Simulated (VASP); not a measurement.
Cr2W:

```
Cr W
1.0
     4.39850    0.00000    0.00000
    -2.19925    3.80921    0.00000
     0.00000    0.00000    2.43302
Cr W
2 1
Direct
  0.33333 0.66667 0.50000
  0.66667 0.33333 0.50000
  0.00000 0.00000 0.00000
```

| Item | Value |
| --- | --- |
| Program | VASP 6.6.1 |
| Task | relaxation of cell and atoms |
| Functional | PBE |
| Potentials or basis | VASP PAW PBE potentials, release 64 (Cr_pv, W_sv) |
| Cutoff | 600 eV |
| k mesh | 12 × 12 × 18 |
| Occupations | gaussian, width 0.1 eV |
| Spin | no spin polarisation |

At the start: pressure 0.5 GPa; volume 13.59 Å³/atom.

**Question.** Where does the relaxation end?

**Answer.** Over 5 steps the energy falls by 4.2 meV/atom and the volume is 13.57 Å³/atom (-0.1 %); space group P6/mmm (No. 191, to 0.1 Å) before and after.

The path:
```tsv
step	energy change (eV)	largest force (eV/Å)	pressure (GPa)	volume (Å³)
1	0.0000	0.0000	0.46	40.76
2	-0.0062	0.0000	-1.97	40.98
3	-0.0119	0.0000	-0.97	40.89
4	-0.0111	0.0000	1.64	40.46
5	-0.0125	0.0000	-0.02	40.72
```

Final structure:
```cif
data_structure
_symmetry_space_group_name_H-M 'P 1'
_symmetry_Int_Tables_number 1
_cell_length_a 4.3682
_cell_length_b 4.3682
_cell_length_c 2.4641
_cell_angle_alpha 90.000
_cell_angle_beta 90.000
_cell_angle_gamma 120.000
_cell_volume 40.72
loop_
_atom_site_label
_atom_site_type_symbol
_atom_site_fract_x
_atom_site_fract_y
_atom_site_fract_z
_atom_site_occupancy
Cr1 Cr 0.33333 0.66667 0.50000 1
Cr2 Cr 0.66667 0.33333 0.50000 1
W1 W 0.00000 0.00000 0.00000 1
```

Caveat: the run has no spin polarisation, though such a crystal can be magnetic.
